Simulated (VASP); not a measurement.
Ca8Se7 (a cell with a defect): single point with PBE

Ca8Se7 (a cell with a defect):

```
Ca Se
1.0
     0.00000    5.89530    5.89530
     5.89530    0.00000    5.89530
     5.89530    5.89530    0.00000
Ca Se
8 7
Direct
  0.98495 0.03235 0.99775
  0.98925 0.00348 0.49760
  0.04848 0.49626 0.00417
  0.98648 0.49757 0.52947
  0.51267 0.97119 0.00348
  0.50969 0.00348 0.49760
  0.45112 0.49625 0.00416
  0.51458 0.50313 0.46771
  0.24958 0.22856 0.27231
  0.27027 0.24610 0.74663
  0.22819 0.75446 0.25517
  0.24968 0.77092 0.72975
  0.74862 0.59507 0.90771
  0.73701 0.24611 0.74663
  0.76219 0.75446 0.25517
```

- Program: VASP 6.6.1
- Task: single point
- Functional: PBE
- Potentials or basis: VASP PAW PBE potentials, release 64 (Ca_sv, Se)
- Cutoff: 400 eV
- k mesh: 2 × 2 × 2
- Occupations: fermi-dirac, width 0.05 eV
- Spin: no spin polarisation
- Dipole correction: no
- Further INCAR settings: ALGO = Normal; EDIFF = 1e-06; NBANDS = 74

The pressure is 2.2 GPa. The largest force is 1.633 eV/Å and the band gap on the k mesh is 0.10 eV.

Forces in eV/Å, atoms in the order of the input:
```
Ca   0.006  0.086 -0.086
Ca   0.000  0.047 -0.051
Ca   0.006  0.028 -0.255
Ca  -0.056  0.057 -0.056
Ca   0.076  0.049 -0.049
Ca   0.000  0.051 -0.047
Ca   0.006  0.255 -0.028
Ca  -0.003  0.088 -0.088
Se   0.003  0.084 -0.084
Se   0.045  0.058 -0.110
Se  -0.052  0.116 -0.053
Se   0.002  0.074 -0.074
Se  -0.024 -1.155  1.155
Se   0.044  0.110 -0.058
Se  -0.052  0.053 -0.116
```

Stress tensor (GPa, compression positive):
```
-0.05 -0.01  0.01
-0.01  3.26  1.53
 0.01  1.53  3.26
```

Levels at points of the mesh, in eV from the valence-band top:
```
           k point  band 58  band 59  band 60  band 61  band 62  band 63  band 64  band 65
(0.00, 0.00, 0.00)    -2.59    -2.38    -2.37    -0.87     0.10     0.25     0.34     1.37
(0.50, 0.00, 0.00)    -2.85    -2.80    -2.58    -0.26     0.45     0.55     1.03     1.29
(0.00, 0.50, 0.00)    -2.85    -2.77    -2.75    -0.10     0.52     0.97     1.15     1.21
(0.00, 0.00, 0.50)    -2.85    -2.78    -2.75    -0.10     0.52     0.97     1.15     1.21
(0.50, 0.50, 0.50)    -2.85    -2.80    -2.58    -0.26     0.45     0.55     1.03     1.29
(0.50, 0.50, 0.00)    -2.91    -2.79    -2.40     0.00     0.56     0.59     0.79     0.85
(0.00, 0.50, 0.50)    -2.90    -2.78    -2.71    -0.36     0.56     0.69     1.00     1.05
(0.50, 0.00, 0.50)    -2.91    -2.79    -2.40     0.00     0.56     0.59     0.79     0.85
```

Wall time 3.5 min on 1 thread of Oxide Virtual Turin-like Processor, with other jobs on the host, peak memory 0.39 GiB.

Caveat: the k points lie up to 0.46 Å⁻¹ apart.
